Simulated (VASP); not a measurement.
# FeSi (wurtzite type) (P6_3mc) in VASP: relaxation of cell and atoms with PBE

Aim: the relaxation of cell and atoms of FeSi (wurtzite type) with PBE.

All numbers are computed with VASP 6.6.1; they aren't measurements. Logs are shortened: lines on timing, memory, paths and dates and some standing lists are left out, and cuts for length are marked.

### Step 1. The cell of the first run

Symmetry: P6_3mc, No. 186, hexagonal system. The conventional cell has a = 3.212 Å, b = 3.212 Å, c = 5.236 Å, α = 90.00°, β = 90.00°, γ = 120.00°. Fe (site symmetry 3m) has 4 Si at 1.96 to 1.97 Å within 2.6 Å. Within 2.6 Å of Si (site symmetry 3m) lie 4 Fe at 1.96 to 1.97 Å.

### Step 2. Relaxation of cell and atoms, PBE, collinear spin, ferromagnetic start, target pressure 47 GPa, at which the enthalpy is minimised

File INCAR:

```
PREC = Accurate ; ENCUT = 600
EDIFF = 1E-6 ; ISMEAR = -1
SIGMA = 0.05 ; LREAL = False
LASPH = True ; NELM = 150
ALGO = Normal ; ISIF = 3
LWAVE = False ; LCHARG = False
ISPIN = 2 ; MAGMOM = 2.5 2.5 0 0
LORBIT = 11 ; LMAXMIX = 4
GGA = PE ; IBRION = 2
NSW = 60 ; EDIFFG = -0.005
PSTRESS = 470.0
```

File KPOINTS:

```
regular mesh
0
Gamma
  10 10 6
```

File POSCAR:

```
FeSi
1.0
    3.2121889085      0.0000000000      0.0000000000
   -1.6060944542      2.7818371965      0.0000000000
    0.0000000000      0.0000000000      5.2358679208
Fe Si
2 2
Direct
    0.3333333333      0.6666666667      0.0000000000
    0.6666666667      0.3333333333      0.5000000000
    0.3333333333      0.6666666667      0.3760000000
    0.6666666667      0.3333333333      0.8760000000
```

Potentials or basis: VASP PAW PBE potentials, release 64 (Fe, Si).

Run with:

```bash
$ cat potpaw_PBE.64/Fe/POTCAR potpaw_PBE.64/Si/POTCAR > POTCAR
$ mpirun -np 1 vasp_std > vasp.out
```

OUTCAR:

```text
PREC = Accurate
   ENCUT = 600
   EDIFF = 1E-6
   ISMEAR = -1
   LREAL = False
   LASPH = True
   NELM = 150
   ISIF = 3
   ISPIN = 2
   LORBIT = 11
   GGA = PE
   IBRION = 2
   NSW = 60
   EDIFFG = -0.005
   PSTRESS = 470.0

 ion  position               nearest neighbor table
   1  0.333  0.667  0.000-   4 1.96   4 1.96   4 1.96   3 1.97
   2  0.667  0.333  0.500-   3 1.96   3 1.96   3 1.96   4 1.97
   3  0.333  0.667  0.376-   2 1.96   2 1.96   2 1.96   1 1.97
   4  0.667  0.333  0.876-   1 1.96   1 1.96   1 1.96   2 1.97

  LATTYP: Found a hexagonal cell.
 ALAT       =     3.2121889085
 C/A-ratio  =     1.6300000000

  Lattice vectors:

 A1 = (   3.2121889085,   0.0000000000,   0.0000000000)
 A2 = (  -1.6060944542,   2.7818371965,   0.0000000000)
 A3 = (   0.0000000000,   0.0000000000,   5.2358679208)

Analysis of symmetry for initial positions (statically):
=====================================================================
 Subroutine PRICEL returns:
 Original cell was already a primitive cell.

 Routine SETGRP: Setting up the symmetry group for a
 hexagonal supercell.

 Subroutine GETGRP returns: Found 12 space group operations
 (whereof  6 operations were pure point group operations)
 out of a pool of 24 trial point group operations.

The static configuration has the point symmetry C_3v.
 The point group associated with its full space group is C_6v.

Analysis of symmetry for dynamics (positions and initial velocities):
=====================================================================
 Subroutine PRICEL returns:
 Original cell was already a primitive cell.

 Routine SETGRP: Setting up the symmetry group for a
 hexagonal supercell.

 Subroutine GETGRP returns: Found 12 space group operations
 (whereof  6 operations were pure point group operations)
 out of a pool of 24 trial point group operations.

The dynamic configuration has the point symmetry C_3v.
 The point group associated with its full space group is C_6v.

Analysis of structural, dynamic, and magnetic symmetry:
=====================================================================
 Subroutine PRICEL returns:
 Original cell was already a primitive cell.

 Routine SETGRP: Setting up the symmetry group for a
 hexagonal supercell.

 Subroutine GETGRP returns: Found 12 space group operations
 (whereof  6 operations were pure point group operations)
 out of a pool of 24 trial point group operations.

The overall configuration has the point symmetry C_3v.
 The point group associated with its full space group is C_6v.

 Subroutine INISYM returns: Found 12 space group operations
 (whereof  6 operations are pure point group operations),
 and found     1 'primitive' translations

----------------------------------------------------------------------------------------

                                     Primitive cell

  volume of cell :      46.7866

  direct lattice vectors                    reciprocal lattice vectors
     3.212188908  0.000000000  0.000000000     0.311314194  0.179737334  0.000000000
    -1.606094454  2.781837197  0.000000000     0.000000000  0.359474667  0.000000000
     0.000000000  0.000000000  5.235867921     0.000000000  0.000000000  0.190990303

  length of vectors
     3.212188908  3.212188908  5.235867921     0.359474667  0.359474667  0.190990303

  position of ions in fractional coordinates (direct lattice)
     0.333333333  0.666666667  0.000000000
     0.666666667  0.333333333  0.500000000
     0.333333333  0.666666667  0.376000000
     0.666666667  0.333333333  0.876000000

  ion indices of the primitive-cell ions
   primitive index   ion index
                 1           1
                 2           2
                 3           3
                 4           4

----------------------------------------------------------------------------------------

 KPOINTS: regular mesh

Automatic generation of k-mesh.
 Grid dimensions read from file:
 generate k-points for:   10   10    6

 Generating k-lattice:

  Cartesian coordinates                     Fractional coordinates (reciprocal lattice)
     0.031131419  0.017973733  0.000000000     0.100000000  0.000000000  0.000000000
     0.000000000  0.035947467  0.000000000     0.000000000  0.100000000  0.000000000
     0.000000000  0.000000000  0.031831717     0.000000000  0.000000000  0.166666667

  Length of vectors
     0.035947467  0.035947467  0.031831717

  Shift w.r.t. Gamma in fractional coordinates (k-lattice)
     0.000000000  0.000000000  0.000000000

 Subroutine IBZKPT returns following result:
 ===========================================

 Found     56 irreducible k-points:

 Following reciprocal coordinates:
            Coordinates               Weight
  0.000000  0.000000  0.000000      1.000000
  0.100000  0.000000  0.000000      6.000000
  0.200000  0.000000  0.000000      6.000000
  0.300000  0.000000  0.000000      6.000000
  0.400000  0.000000  0.000000      6.000000
  0.500000  0.000000  0.000000      3.000000
[... 16 lines left out ...]
  0.300000  0.100000  0.166667     24.000000
  0.400000  0.100000  0.166667     24.000000
 [... further k-points ...]
   k-points           NKPTS =     56   k-points in BZ     NKDIM =     56   number of bands    NBANDS=     19
   number of dos      NEDOS =    301   number of ions     NIONS =      4
   total plane-waves  NPLWV =  32928
   dimension x,y,z NGX =    28 NGY =   28 NGZ =   42
   dimension x,y,z NGXF=    56 NGYF=   56 NGZF=   84
   ions per type =               2   2
   NGX,Y,Z   is equivalent  to a cutoff of  14.49, 14.49, 13.34 a.u.
   NGXF,Y,Z  is equivalent  to a cutoff of  28.98, 28.98, 26.67 a.u.
 SYSTEM =  unknown system
   PREC   = accura    normal or accurate (medium, high low for compatibility)
   ISTART =      0    job   : 0-new  1-cont  2-samecut
   ICHARG =      2    charge: 1-file 2-atom 10-const
   ISPIN  =      2    spin polarized calculation?
   LNONCOLLINEAR =      F non collinear calculations
   LSORBIT =      F    spin-orbit coupling
   LASPH  =      T    aspherical Exc in radial PAW
   ENCUT  =  600.0 eV  44.10 Ry    6.64 a.u.   6.42  6.42 10.46*2*pi/ulx,y,z
   NELM   =    150;   NELMIN=  2; NELMDL= -5     # of ELM steps
   EDIFF  = 0.1E-05   stopping-criterion for ELM
   LREAL  =      F    real-space projection
   EDIFFG = -.5E-02   stopping-criterion for IOM
   NSW    =     60    number of steps for IOM
   IBRION =      2    ionic relax: 0-MD 1-quasi-New 2-CG
   NFREE  =      1    steps in history (QN), initial steepest desc. (CG)
   ISIF   =      3    stress and relaxation
   ISYM   =      2    0-nonsym 1-usesym 2-fastsym
   POTIM  = 0.5000    time-step for ionic-motion
   TEBEG  =    0.0;   TEEND  =   0.0 temperature during run
   PSTRESS=  470.0 pullay stress
   NELECT =      24.0000    total number of electrons
   NUPDOWN=      -1.0000    fix difference up-down
   EMIN   =  10.00;   EMAX   =-10.00  energy-range for DOS
   EFERMI =   0.00;   METHOD = LEGACY
   ISMEAR =    -1;   SIGMA  =   0.05  broadening in eV -4-tet -1-fermi 0-gaus
   EFERMI_NEDOS =   21; number of points for ismear=-14 and -15
   IALGO  =     38    algorithm
   IMIX   =      4    mixing-type and parameters
     AMIX     =   0.40;   BMIX     =  1.00
     AMIX_MAG =   1.60;   BMIX_MAG =  1.00
  volume/ion in A,a.u.               =      11.70        78.93
  Fermi-wavevector in a.u.,A,eV,Ry     =   1.310503  2.476492 23.366899  1.717419
  Thomas-Fermi vector in A             =   2.441029
   LORBIT       =     11    0 simple, 1 ext, 2 COOP (PROOUT), +10 PAW based schemes
   GGA     = PE    functional components
   LHFCALC =     F    Hartree Fock is set to
   AEXX    =    0.0000 exact exchange contribution
   IVDW    =     0    specifies the selected vdW correction
   LEPSILON=     F    determine dielectric tensor
   LRPA    =     F    only Hartree local field effects (RPA)
 conjugate gradient relaxation of ions
 spin polarized calculation
  energy-cutoff  :      600.00
  volume of cell :       46.79
 maximum number of plane-waves:      1579
 NGX is ok and might be reduce to    28
   NGX = 13   NGY = 13   NGZ = 21

--------------------------------------- Ionic step        1  -------------------------------------------

 number of electron      24.0000003 magnetization       0.0008297

 number of electron      24.0000003 magnetization      -0.0003062

 Free energy of the ion-electron system (eV)
  ---------------------------------------------------
  ext. energy  EPLUGINS =         0.00000000
  ---------------------------------------------------
  free energy    TOTEN  =       -20.45322393 eV

  energy without entropy =      -20.43542173  energy(sigma->0) =      -20.44432283

------------------------ aborting loop because EDIFF is reached ----------------------------------------

  FORCE on cell =-STRESS in cart. coord.  units (eV):
  Direction    XX          YY          ZZ          XY          YZ          ZX
  --------------------------------------------------------------------------------------
  -------------------------------------------------------------------------------------
  Total       23.7483320     23.7483320     21.9755939      0.0000000      0.0000000      0.0000000
  in kB      813.2465389    813.2465389    752.5402484      0.0000000      0.0000000      0.0000000
  external PRESSURE =     323.0111087 kB  Pullay stress =     470.0000000 kB
[... 103 lines left out ...]
  FREE ENERGIE OF THE ION-ELECTRON SYSTEM (eV)
  ---------------------------------------------------
  free  energy   TOTEN  =       -22.5658907385 eV

  energy  without entropy=      -22.5407463237  energy(sigma->0) =      -22.55331853

  enthalpy is  TOTEN    =        -7.2127596100 eV   P V=       15.3531311285

[... ionic steps 4 to 37 ...]

--------------------------------------- Ionic step       38  -------------------------------------------

 number of electron      23.9999996 magnetization      -0.0000000

 number of electron      23.9999996 magnetization       0.0000000

------------------------ aborting loop because EDIFF is reached ----------------------------------------

  FORCE on cell =-STRESS in cart. coord.  units (eV):
  Direction    XX          YY          ZZ          XY          YZ          ZX
  --------------------------------------------------------------------------------------
  -------------------------------------------------------------------------------------
  Total       13.9402133     13.9402133     13.9244572      0.0000000      0.0000000      0.0000000
  in kB      469.5470215    469.5470215    469.0163099      0.0000001      0.0000000      0.0000000
  external PRESSURE =      -0.6298824 kB  Pullay stress =     470.0000000 kB
[... 69 lines left out ...]
--------------------------------------- Ionic step       40  -------------------------------------------

 number of electron      23.9999996 magnetization      -0.0000000

 number of electron      23.9999996 magnetization       0.0000000

 Free energy of the ion-electron system (eV)
  ---------------------------------------------------
  ext. energy  EPLUGINS =         0.00000000
  ---------------------------------------------------
  free energy    TOTEN  =       -24.83755048 eV

  energy without entropy =      -24.82552868  energy(sigma->0) =      -24.83153958

 E-fermi :   8.4940     XC(G=0): -12.0725

 val. band max:        8.4460916915   @ k =   0.2000   0.0000   0.0000
 cond. band min:       8.5005371445   @ k =   0.2000   0.1000   0.1667
 fundamental gap:      0.0544454531
 Fermi energy:         8.4940256266

 spin component 1

 k-point     1 :       0.0000    0.0000    0.0000
  band No.  band energies     occupation
      1      -3.8734      1.00000
      2       1.2700      1.00000
      3       3.9978      1.00000
      4       5.1467      1.00000
      5       5.1467      1.00000
      6       5.4896      1.00000
[... 11 lines left out ...]
     18      15.1721      0.00000
     19      15.7471      0.00000
[... 489 lines left out ...]
      3       3.2187      1.00000
      4       4.1543      1.00000
      5       4.8154      1.00000
      6       5.3435      1.00000
[... 11 lines left out ...]
     18      13.6968      0.00000
     19      14.7358      0.00000

 [... further k-points ...]

 spin component 2

 k-point     1 :       0.0000    0.0000    0.0000
  band No.  band energies     occupation
      1      -3.8734      1.00000
      2       1.2700      1.00000
      3       3.9978      1.00000
      4       5.1467      1.00000
      5       5.1467      1.00000
      6       5.4896      1.00000
[... 11 lines left out ...]
     18      15.1721      0.00000
     19      15.7471      0.00000
[... 489 lines left out ...]
      3       3.2187      1.00000
      4       4.1543      1.00000
      5       4.8154      1.00000
      6       5.3435      1.00000
[... 11 lines left out ...]
     18      13.6968      0.00000
     19      14.7358      0.00000

 [... further k-points ...]
[... 5 lines left out ...]
  --------------------------------------------------------------------------------------
  -------------------------------------------------------------------------------------
  Total       13.9423366     13.9423366     13.9378372      0.0000000      0.0000000     -0.0000000
  in kB      469.7611417    469.7611416    469.6095438      0.0000001      0.0000000     -0.0000000
  external PRESSURE =      -0.2893910 kB  Pullay stress =     470.0000000 kB
[... 19 lines left out ...]
  FREE ENERGIE OF THE ION-ELECTRON SYSTEM (eV)
  ---------------------------------------------------
  free  energy   TOTEN  =       -24.8375504831 eV

  energy  without entropy=      -24.8255286772  energy(sigma->0) =      -24.83153958

  enthalpy is  TOTEN    =       -10.8881246950 eV   P V=       13.9494257881

 reached required accuracy - stopping structural energy minimisation

 total charge

# of ion       s       p       d       tot
------------------------------------------
    1        0.531   0.645   6.965   8.140
    2        0.531   0.645   6.965   8.140
    3        0.832   1.024   0.000   1.856
    4        0.832   1.024   0.000   1.856
--------------------------------------------------
tot          2.726   3.336  13.930  19.992

 magnetization (x)

# of ion       s       p       d       tot
------------------------------------------
    1        0.000  -0.000  -0.000  -0.000
    2        0.000  -0.000  -0.000  -0.000
    3        0.000   0.000   0.000   0.000
    4        0.000   0.000   0.000   0.000
--------------------------------------------------
tot          0.000  -0.000  -0.000   0.000
```

Wall time 44 min (1 thread of Intel Xeon 6975P-C (Granite Rapids), shared host); peak memory 0.27 GiB.

What came out:

```yaml
Free_energy: -24.8376 eV
Relaxed_volume: 11.89 Å³/atom
Relaxed_cell: a = 3.605 Å, b = 3.605 Å, c = 4.224 Å, α = 90.00°, β = 90.00°, γ = 120.00°
Space_group_after_relaxing_to_0.1_Å: P6_3/mmc (No. 194)
Energy_change_on_relaxing_the_run_minimises_the_enthalpy: -1096.1 meV/atom
Ionic_steps: 40
Pressure_after_relaxing: 47.0 GPa
Band_gap_on_the_k_mesh: zero (filled and empty bands overlap)
Net_moment: 0.00 μB per cell
Valence_electrons_inside_the_program's_atomic_spheres: Fe 8.14; Si 1.86
```

The path:
| step | energy change (eV) | largest force (eV/Å) | pressure (GPa) | volume (Å³) |
| --- | --- | --- | --- | --- |
| 1 | 0.0000 | 0.1423 | 79.30 | 46.79 |
| 2 | -3.8224 | 0.2581 | 5.52 | 64.63 |
| 3 | -2.1127 | 0.2483 | 44.70 | 52.34 |
| 4 | -2.0053 | 0.2432 | 46.58 | 51.96 |
| 5 | -1.9738 | 0.2417 | 47.05 | 51.86 |
| 6 | -2.0122 | 0.4825 | 46.87 | 51.86 |
| 7 | -2.2143 | 1.3344 | 45.46 | 51.83 |
| 8 | -2.9725 | 3.2835 | 40.64 | 51.48 |
| 9 | -3.8808 | 4.9540 | 43.38 | 49.59 |
| 10 | -3.9721 | 5.1750 | 41.40 | 49.84 |
| 11 | -3.9238 | 5.0603 | 42.59 | 49.69 |
| 12 | -3.9244 | 5.0519 | 42.56 | 49.69 |
| 13 | -3.9263 | 5.0254 | 42.55 | 49.69 |
| 14 | -3.9295 | 4.9710 | 42.62 | 49.69 |
| 15 | -3.9334 | 4.8590 | 42.64 | 49.69 |
| 16 | -3.9309 | 4.6189 | 42.85 | 49.69 |
| 17 | -3.9337 | 4.7685 | 42.66 | 49.69 |
| 18 | -3.9375 | 4.7561 | 42.69 | 49.69 |
| 19 | -3.9489 | 4.7186 | 42.65 | 49.69 |
| 20 | -3.9712 | 4.6444 | 42.53 | 49.68 |
| 21 | -4.0149 | 4.4981 | 42.31 | 49.66 |
| 22 | -4.0978 | 4.2122 | 41.77 | 49.63 |
| 23 | -4.2467 | 3.6664 | 40.98 | 49.56 |
| 24 | -4.4812 | 2.6742 | 39.69 | 49.43 |
| 25 | -4.7267 | 1.0386 | 38.60 | 49.14 |
| 26 | -4.5250 | 1.1515 | 41.25 | 48.50 |
| 27 | -4.7209 | 0.2642 | 39.20 | 48.82 |
| 28 | -4.7348 | 0.1183 | 39.04 | 48.86 |
| 29 | -4.6678 | 0.1220 | 40.62 | 48.59 |
| 30 | -4.4938 | 0.1315 | 44.60 | 47.94 |
| 31 | -4.1004 | 0.1515 | 53.17 | 46.65 |
| 32 | -4.3890 | 0.1369 | 46.86 | 47.57 |
| 33 | -4.3815 | 0.1373 | 47.01 | 47.55 |
| 34 | -4.3815 | 0.1023 | 47.18 | 47.54 |
| 35 | -4.3810 | 0.0016 | 47.08 | 47.54 |
| 36 | -4.3810 | 0.0010 | 47.07 | 47.54 |
| 37 | -4.3829 | 0.0007 | 47.08 | 47.55 |
| 38 | -4.3886 | 0.0002 | 46.94 | 47.57 |
| 39 | -4.3859 | 0.0002 | 46.92 | 47.56 |
| 40 | -4.3843 | 0.0005 | 46.97 | 47.55 |

Final structure:
```cif
data_structure
_symmetry_space_group_name_H-M 'P 1'
_symmetry_Int_Tables_number 1
_cell_length_a 3.6054
_cell_length_b 3.6054
_cell_length_c 4.2240
_cell_angle_alpha 90.000
_cell_angle_beta 90.000
_cell_angle_gamma 120.000
_cell_volume 47.55
loop_
_atom_site_label
_atom_site_type_symbol
_atom_site_fract_x
_atom_site_fract_y
_atom_site_fract_z
_atom_site_occupancy
Fe1 Fe 0.33333 0.66667 0.93800 1
Fe2 Fe 0.66667 0.33333 0.43800 1
Si1 Si 0.33333 0.66667 0.43800 1
Si2 Si 0.66667 0.33333 0.93800 1
```

Levels at points of the mesh, in eV from the Fermi level:
Spin up:
```
           k point  band 10  band 11  band 12  band 13  band 14  band 15
(0.00, 0.00, 0.00)    -1.99    -0.56    -0.56     1.89     3.53     3.53
(0.50, 0.00, 0.00)    -1.14    -0.62    -0.33    -0.19     1.36     1.72
(0.00, 0.00, 0.50)    -0.67    -0.67    -0.67     5.05     5.05     5.05
(0.50, 0.00, 0.50)    -1.27    -0.88    -0.88     0.47     0.47     2.68
```
Spin down:
| k point | band 8 | band 9 | band 10 | band 11 | band 12 | band 13 | band 14 | band 15 | band 16 | band 17 |
| --- | --- | --- | --- | --- | --- | --- | --- | --- | --- | --- |
| (0.00, 0.00, 0.00) | -2.44 | -2.44 | -1.99 | -0.56 | -0.56 | 1.89 | 3.53 | 3.53 | 6.09 | 6.68 |
| (0.50, 0.00, 0.00) | -2.49 | -1.66 | -1.14 | -0.62 | -0.33 | -0.19 | 1.36 | 1.72 | 3.05 | 3.28 |
| (0.00, 0.00, 0.50) | -3.60 | -0.67 | -0.67 | -0.67 | -0.67 | 5.05 | 5.05 | 5.05 | 5.05 | 6.08 |
| (0.50, 0.00, 0.50) | -3.17 | -1.27 | -1.27 | -0.88 | -0.88 | 0.47 | 0.47 | 2.68 | 2.68 | 5.80 |

Caveat: the cell is relaxed towards a set pressure, so the run minimises the enthalpy, not the energy; the moments typed at the start vanished in this run; a cell axis changed by over 15 % at a fixed basis, so the end point is rough.

The gap in the log of VASP goes by the Fermi energy; the results here count the filled bands.